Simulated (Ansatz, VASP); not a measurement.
# BaF2 in VASP and in Ansatz

```
Ba F
1.0
     0.00000    3.02255    2.94505
     3.02255    0.00000    2.94505
     3.02255    3.02255    0.00000
Ba F
1 2
Direct
  0.00000 0.00000 0.00000
  0.25000 0.25000 0.25000
  0.75000 0.75000 0.75000
```

Change from the starting cell: strain -0.025 along x and y, -0.050 along z, atoms carried along.

Alike in both runs: task single point; functional PBE; k mesh 6 × 6 × 6; occupations gaussian, width 0.05 eV; no spin polarisation.

```csv
,VASP,Ansatz
version,VASP 6.6.1,Ansatz 0.2.0
potentials or method,"VASP PAW PBE potentials, release 64 (Ba_sv, F), cutoff 600 eV","scalar-relativistic, plane waves, PAW"
valence electrons in the cell,24,24
```

Ansatz gave:

- gap on the k mesh at the Fermi level (eV): 7.29
- least direct gap on the mesh (eV): 7.39
- pressure (GPa): 9.0
- traceless stress, the component that is largest in VASP (GPa): 0.79

**Question.** Estimate VASP's values.

**Answer.** gap on the k mesh at the Fermi level (eV): 7.19; least direct gap on the mesh (eV): 7.28; pressure (GPa): 10.6; traceless stress, the component that is largest in VASP (GPa): 0.74.

The functional is the same, so the differences come from potentials, cutoffs and numerics.

Spin-orbit coupling is off throughout.
